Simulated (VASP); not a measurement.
Wanted: the native input for a VASP 6.6.1 run.

- Task: relaxation of cell and atoms
- Functional: PBE
- Potentials or basis: VASP PAW PBE potentials, release 64 (Mg, Se)
- Cutoff: 600 eV
- k mesh: 4 × 4 × 4
- Occupations: gaussian, width 0.1 eV
- Spin: no spin polarisation
- Dipole correction: no
- Further INCAR settings: ALGO = Normal; EDIFF = 1e-06; IBRION = 2; EDIFFG = -0.04; NSW = 90; ISIF = 3

The structure of Mg5Se lies in POSCAR:

```
Mg5Se
1.0
    0.0000000000      3.7982900700      3.7982900700
    3.7982900700      0.0000000000      3.7982900700
    3.7982900700      3.7982900700      0.0000000000
Mg Se
5 1
Direct
    0.1250000000      0.6250000000      0.6250000000
    0.6250000000      0.6250000000      0.6250000000
    0.6250000000      0.1250000000      0.6250000000
    0.6250000000      0.6250000000      0.1250000000
    0.2500000000      0.2500000000      0.2500000000
    0.0000000000      0.0000000000      0.0000000000
```

One way to write it, as run:

INCAR

```
SYSTEM = Mg5Se
ALGO = Normal ; EDIFF = 1E-6
EDIFFG = -0.04 ; ENCUT = 600
GGA = PE ; IBRION = 2
ISIF = 3 ; ISMEAR = 0
LASPH = .TRUE. ; LCHARG = .FALSE.
LREAL = .FALSE. ; LWAVE = .FALSE.
NELM = 80 ; NSW = 90
PREC = Accurate ; SIGMA = 0.1
```

KPOINTS

```
k-points
0
G
  4 4 4
  0 0 0
```

Potentials or basis: VASP PAW PBE potentials, release 64 (Mg, Se).

Launch:

```console
$ cat potpaw_PBE.64/Mg/POTCAR potpaw_PBE.64/Se/POTCAR > POTCAR
$ mpirun -np 1 vasp_std > vasp.out
```

It gave:

```json
{
 "Relaxed volume": "23.49 Å³/atom",
 "Relaxed cell": "a = 5.841 Å, b = 5.841 Å, c = 5.841 Å, α = 60.00°, β = 60.00°, γ = 60.00°",
 "Space group after relaxing (to 0.05 Å)": "F-43m (No. 216)",
 "Energy gained by relaxing": "184.9 meV/atom",
 "Ionic steps": "3",
 "Pressure after relaxing": "-0.1 GPa",
 "Band gap on the k mesh": "zero (band 8 reaches 3.46 eV, above the bottom of band 9 at 2.39 eV)"
}
```

Caveat: the volume moved by over 15 % at a fixed basis, so the end points are rough.

Run time: 58 s on 1 thread of Intel(R) Xeon(R) 6975P-C (Granite Rapids) (shared host), peak memory 0.33 GiB.
